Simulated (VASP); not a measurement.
Runs of VASP 6.6.1 on Ru. The structure is that of space group P6_3/mmc (No. 194), or close to it. The cells are those of the table. 

| task | potentials or basis | cell | cutoff (eV) | gap on the mesh (eV) | pressure (GPa) |
| --- | --- | --- | --- | --- | --- |
| single point | VASP PAW PBE potentials, release 64 (Ru_pv) | a = 2.690, b = 2.690, c = 4.251 Å, angles 90.0, 90.0, 120.0°, 2 atoms | 520 | none | (a) |
| relaxation of shape and atoms at fixed volume | VASP PAW PBE potentials, release 64 (Ru_pv) | relaxed from a = 2.389, b = 2.389, c = 3.775 Å, angles 90.0, 90.0, 120.0°, 2 atoms | 600 | none | 285.3 |
| relaxation of shape and atoms at fixed volume | VASP PAW PBE potentials, release 64 (Ru_pv) | relaxed from a = 2.269, b = 2.269, c = 3.586 Å, angles 90.0, 90.0, 120.0°, 2 atoms | 600 | none | 573.9 |
| single point | VASP PAW PBE potentials, release 64 (Ru_sv) | a = 2.257, b = 2.257, c = 3.623 Å, angles 90.0, 90.0, 120.0°, 2 atoms | 560 | none | 561.3 |

Alike in all rows: level PBEsol; no spin polarisation; k mesh 18 × 18 × 10; smearing fermi-dirac 0.08 eV.

Q: Estimate the missing entries.

A: (a) 0.0.

Caveats: the PAW data sets were made with another functional, which shifts forces and pressure a little; the cell stands under pressure (at least some runs).

A k mesh can miss the band edges, and the runs leave out spin-orbit coupling on Ru.

A gap of «none» marks levels without a gap at the run's occupations.

The runs don't all hold the same shells in valence.
